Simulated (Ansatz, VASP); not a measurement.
## One calculation of Co4W, two programs

The input INCAR:

```
  PREC = Accurate
  ENCUT = 520
  EDIFF = 1E-6
  ISMEAR = 0
  SIGMA = 0.1
  LREAL = False
  LASPH = True
  NELM = 150
  ALGO = Normal
  ISIF = 2
  LWAVE = False
  LCHARG = False
  ISPIN = 2
  MAGMOM = 3 3 3 -3 -3 3 -3 3 0 0
  LORBIT = 11
  LMAXMIX = 4
  GGA = PE
  NBANDS = 65
```

The input KPOINTS:

```
regular mesh
0
Gamma
  6 6 1
```

POSCAR

```
Co4W
1.0
    2.5914678400      0.0000000000      0.0000000000
   -1.2957339200      2.2442769800      0.0000000000
    0.0000000000      0.0000000000     20.3504158800
Co W
8 2
Direct
    0.3333333300      0.6666666700      0.9500000000
    0.3333333300      0.6666666700      0.1500000000
    0.3333333300      0.6666666700      0.3500000000
    0.3333333300      0.6666666700      0.5500000000
    0.6666666700      0.3333333300      0.8500000000
    0.6666666700      0.3333333300      0.0500000000
    0.6666666700      0.3333333300      0.4500000000
    0.6666666700      0.3333333300      0.6500000000
    0.3333333300      0.6666666700      0.7500000000
    0.6666666700      0.3333333300      0.2500000000
```

Input for Ansatz:

```yaml
crystal:
  lattice:
    - [2.59146784, 0.0, 0.0]
    - [-1.29573392, 2.24427698, 0.0]
    - [0.0, 0.0, 20.35041588]
  atoms:
    - { symbol: Co, position: [0.33333333, 0.66666667, 0.95], spin: 3.0 }
    - { symbol: Co, position: [0.33333333, 0.66666667, 0.15], spin: 3.0 }
    - { symbol: Co, position: [0.33333333, 0.66666667, 0.35], spin: 3.0 }
    - { symbol: Co, position: [0.33333333, 0.66666667, 0.55], spin: -3.0 }
    - { symbol: Co, position: [0.66666667, 0.33333333, 0.85], spin: -3.0 }
    - { symbol: Co, position: [0.66666667, 0.33333333, 0.05], spin: 3.0 }
    - { symbol: Co, position: [0.66666667, 0.33333333, 0.45], spin: -3.0 }
    - { symbol: Co, position: [0.66666667, 0.33333333, 0.65], spin: 3.0 }
    - { symbol: W, position: [0.33333333, 0.66666667, 0.75] }
    - { symbol: W, position: [0.66666667, 0.33333333, 0.25] }
basis:
  ecutwfc: 420
kpoints:
  mp_grid: { grid: [6, 6, 1] }
hamiltonian:
  xc: pbe
scf:
  occupations: { method: gaussian, width: 0.1 }
  lower_state_search: "off"
output:
  forces: true
  stress: true
  eigenvalues: true
  populations: true
magnetization:
  spin_polarized: true
```

Alike in both runs: task single point; functional PBE; k mesh 6 × 6 × 1; occupations gaussian, width 0.1 eV; collinear spin.

|  | VASP | Ansatz |
| --- | --- | --- |
| version | VASP 6.6.1 | Ansatz 0.2.0 |
| potentials or method | VASP PAW PBE potentials, release 64 (Co, W_sv), cutoff 520 eV | scalar-relativistic, plane waves, PAW |
| valence electrons in the cell | 100 | 164 |

```tsv
	VASP	Ansatz	Ansatz less VASP
gap on the k mesh at the Fermi level (eV)	none	none	-
pressure (GPa)	6.9	6.6	-0.31
traceless stress, the component that is largest in VASP (GPa)	-0.06	0.29	+0.352
rms of the force components (eV/Å)	0.466	0.455	-0.0114
net moment per atom (μB)	0.00	0.00	-0.001
size of the moment on the site where the two differ most (μB)	1.64	1.69	+0.049
```

Site moments also hang on the region over which each program counts them. Atom by atom the forces differ by 0.013 eV/Å (rms over components). A gap of «none» marks a metal or a gap that the smearing closes. VASP's potentials hold 100 valence electrons a cell and Ansatz's 164, so a difference there can come from the potentials and not from the codes. Ansatz's warnings: seeded moment not kept.

The k mesh is coarse, so the values compare programs but aren't converged. Spin-orbit coupling is off throughout.
